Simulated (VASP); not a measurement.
A run of VASP 6.6.1:

File INCAR:

```
SYSTEM = Cd
PREC = Accurate
ENCUT = 520
EDIFF = 1E-7
ISMEAR = 1
SIGMA = 0.05
LREAL = .False.
LASPH = .True.
NELM = 150
ALGO = Normal
ISIF = 2
LWAVE = .False.
LCHARG = .False.
LNONCOLLINEAR = .True.
MAGMOM = 0 0 0.5
LORBIT = 11
LSORBIT = .True.
GGA_COMPAT = .False.
LORBMOM = .True.
GGA = PS
IVDW = 13
NBANDS = 23
```

File KPOINTS:

```
regular mesh
0
Gamma
  8 8 8
  0 0 0
```

Contents of POSCAR:

```
Cd
1.0
    0.0000000000      2.2032623904      2.2032623904
    2.2032623904      0.0000000000      2.2032623904
    2.2032623904      2.2032623904      0.0000000000
Cd
1
Direct
    0.0000000000      0.0000000000      0.0000000000
```

Potentials or basis: VASP PAW PBE potentials, release 64 (Cd).

Command:

```bash
$ cat potpaw_PBE.64/Cd/POTCAR > POTCAR
$ mpirun -np 1 vasp_ncl > vasp.out
```

Hardware: 1 thread of Intel(R) Xeon(R) 6975P-C (Granite Rapids) (shared host).

Task: How long does it take, and how much memory?

Result: Run time: 41 s on 1 thread of Intel(R) Xeon(R) 6975P-C (Granite Rapids), with other jobs on the host, peak memory 0.22 GiB. Counts: scf iterations 13, k points 78.
